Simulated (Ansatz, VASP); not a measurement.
TiSn2Te4: VASP beside Ansatz

```
Ti Sn Te
1.0
     4.35692   -6.03946    0.00000
     4.35692    6.03946    0.00000
     0.00000    0.00000    4.12549
Ti Sn Te
1 2 4
Direct
  0.00000 0.00000 0.00000
  0.50000 0.00000 0.50000
  0.00000 0.50000 0.50000
  0.22910 0.77090 0.00000
  0.77090 0.22910 0.00000
  0.21733 0.21733 0.50000
  0.78267 0.78267 0.50000
```

Change from the starting cell: species swapped into the Ca2SnS4 type (Cmmm, No. 65).

Alike in both runs: task relaxation of cell and atoms; functional PBE; k mesh 3 × 3 × 4; occupations gaussian, width 0.2 eV; no spin polarisation.

|  | VASP | Ansatz |
| --- | --- | --- |
| version | VASP 6.6.1 | Ansatz 0.2.0 |
| potentials or method | VASP PAW PBE potentials, release 64 (Ti_sv, Sn_d, Te), cutoff 600 eV | scalar-relativistic, plane waves, PAW |
| valence electrons in the cell | 64 | 104 |

VASP gave:

* gap on the k mesh at the Fermi level, each at its own relaxed structure (eV): none
* relaxed volume (Å³/atom): 33.97
* relaxed cell length with the largest relative difference (Å): 4.228

Q: Estimate Ansatz's values.

A: gap on the k mesh at the Fermi level, each at its own relaxed structure (eV): none; relaxed volume (Å³/atom): 34.19; relaxed cell length with the largest relative difference (Å): 4.260.

A gap of «none» marks a metal or a gap that the smearing closes. VASP's potentials hold 64 valence electrons a cell and Ansatz's 104, so a difference there can come from the potentials and not from the codes.

The k mesh is coarse, so the values compare programs but aren't converged. Spin-orbit coupling is off throughout.
